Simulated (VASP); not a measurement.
Wanted: the native input for a VASP 6.6.1 run.

* Task: single point
* Functional: r2SCAN
* Potentials or basis: VASP PAW PBE potentials, release 64 (B, N)
* Cutoff: 520 eV
* k mesh: 12 × 12 × 6
* Occupations: gaussian, width 0.05 eV
* Spin: no spin polarisation
* Dipole correction: no
* Further INCAR settings: ALGO = Normal; EDIFF = 1e-06; NBANDS = 16

BN:

```
CELL_PARAMETERS angstrom
2.46765 0.00000 0.00000
-1.23382 2.13705 0.00000
0.00000 0.00000 4.20774
ATOMIC_POSITIONS crystal
B 0.66667 0.33333 0.99980
B 0.33333 0.66667 0.49980
N 0.66667 0.33333 0.62520
N 0.33333 0.66667 0.12520
```

This cell differs from its parent crystal: strain -0.0300 x Voigt [1, 1, 0, 0, 0, 0].

One way to write it, as run:

POSCAR

```
BN
1.0
    2.4676475275      0.0000000000      0.0000000000
   -1.2338237638      2.1370454464      0.0000000000
    0.0000000000      0.0000000000      4.2077449317
B N
2 2
Direct
    0.6666666667      0.3333333333      0.9997995909
    0.3333333333      0.6666666667      0.4997995909
    0.6666666667      0.3333333333      0.6252004091
    0.3333333333      0.6666666667      0.1252004091
```

INCAR.step1

```
ALGO = Normal ; EDIFF = 1E-4
ENCUT = 520 ; GGA = PE
ISMEAR = 0 ; LASPH = T
LCHARG = F ; LREAL = F
LWAVE = T ; NBANDS = 16
NELM = 100 ; PREC = Accurate
SIGMA = 0.05
```

INCAR.step2

```
ALGO = Normal ; EDIFF = 1E-6
ENCUT = 520 ; ISIF = 2
ISMEAR = 0 ; ISTART = 1
LASPH = T ; LCHARG = F
LMIXTAU = T ; LREAL = F
LWAVE = F ; METAGGA = R2SCAN
NBANDS = 16 ; NELM = 100
PREC = Accurate ; SIGMA = 0.05
```

KPOINTS

```
k-points
0
Gamma
  12 12 6
```

Potentials or basis: VASP PAW PBE potentials, release 64 (B, N).

Run with:

```console
$ cat potpaw_PBE.64/B/POTCAR potpaw_PBE.64/N/POTCAR > POTCAR
$ cp INCAR.step1 INCAR
$ mpirun -np 1 vasp_std > vasp.out
$ cp INCAR.step2 INCAR
$ mpirun -np 1 vasp_std > vasp.out
```

Results of the run:

* Pressure: 28.4 GPa
* Largest force: 0.111 eV/Å
* Band gap on the k mesh: 5.50 eV, indirect (least direct gap 8.60 eV)

Caveat: the cell differs from its parent crystal (strain -0.0300 x Voigt [1, 1, 0, 0, 0, 0]); the PAW data sets were made with another functional, which shifts forces and pressure a little.

It took 52 s on 1 thread of Intel Xeon 6975P-C, on a shared host, peak memory 0.14 GiB.
